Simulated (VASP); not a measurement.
Wanted: the native input for a VASP 6.6.1 run.

| Item | Value |
| --- | --- |
| Task | single point |
| Functional | r2SCAN |
| Potentials or basis | VASP PAW PBE potentials, release 64 (Pb_d) |
| Cutoff | 520 eV |
| k mesh | 18 × 18 × 10 |
| Occupations | gaussian, width 0.15 eV |
| Spin | no spin polarisation |
| Dipole correction | no |
| Further INCAR settings | ALGO = Normal; EDIFF = 1e-06; NBANDS = 21 |

Pb:

```
CELL_PARAMETERS angstrom
3.30600 0.00000 0.00000
-1.65300 2.86308 0.00000
0.00000 0.00000 5.72975
ATOMIC_POSITIONS crystal
Pb 0.33333 0.66667 0.25000
Pb 0.66667 0.33333 0.75000
```

This cell differs from its parent crystal: strain -0.050 along x and y, +0.025 along z.

One way to write it, as run:

POSCAR

```
Pb
1.0
    3.3060006560      0.0000000000      0.0000000000
   -1.6530003280      2.8630805531      0.0000000000
    0.0000000000      0.0000000000      5.7297500000
Pb
2
Direct
    0.3333333333      0.6666666667      0.2500000000
    0.6666666667      0.3333333333      0.7500000000
```

INCAR.step1

```
SYSTEM = Pb
PREC = Accurate
ENCUT = 520
ISMEAR = 0
SIGMA = 0.15
LREAL = .FALSE.
LASPH = .TRUE.
NELM = 100
NBANDS = 21
GGA = PE
ALGO = Normal
EDIFF = 1E-4
LWAVE = .TRUE.
LCHARG = .FALSE.
```

INCAR.step2

```
SYSTEM = Pb
PREC = Accurate
ENCUT = 520
EDIFF = 1E-6
ISMEAR = 0
SIGMA = 0.15
LREAL = .FALSE.
LASPH = .TRUE.
NELM = 100
ALGO = Normal
ISIF = 2
LWAVE = .FALSE.
LCHARG = .FALSE.
METAGGA = R2SCAN
LMIXTAU = .TRUE.
NBANDS = 21
ISTART = 1
```

KPOINTS

```
regular mesh
0
G
  18 18 10
  0 0 0
```

Potentials or basis: VASP PAW PBE potentials, release 64 (Pb_d).

Command:

```sh
$ cat potpaw_PBE.64/Pb_d/POTCAR > POTCAR
$ cp INCAR.step1 INCAR
$ mpirun -np 1 vasp_std > vasp.out
$ cp INCAR.step2 INCAR
$ mpirun -np 1 vasp_std > vasp.out
```

It gave:

```
Pressure               : 8.3 GPa
Band gap on the k mesh : zero (bands 14 and 15 overlap by 9.60 eV)
```

Caveat: the cell differs from its parent crystal (strain -0.050 along x and y, +0.025 along z); the cell stands under pressure; the PAW data sets were made with another functional, which shifts forces and pressure a little; spin-orbit coupling is left out, which moves the levels of the heavy elements.

Run time: 9.1 min on 1 thread of Intel(R) Xeon(R) Platinum 8488C (Sapphire Rapids), with other jobs on the host, peak memory 0.33 GiB.
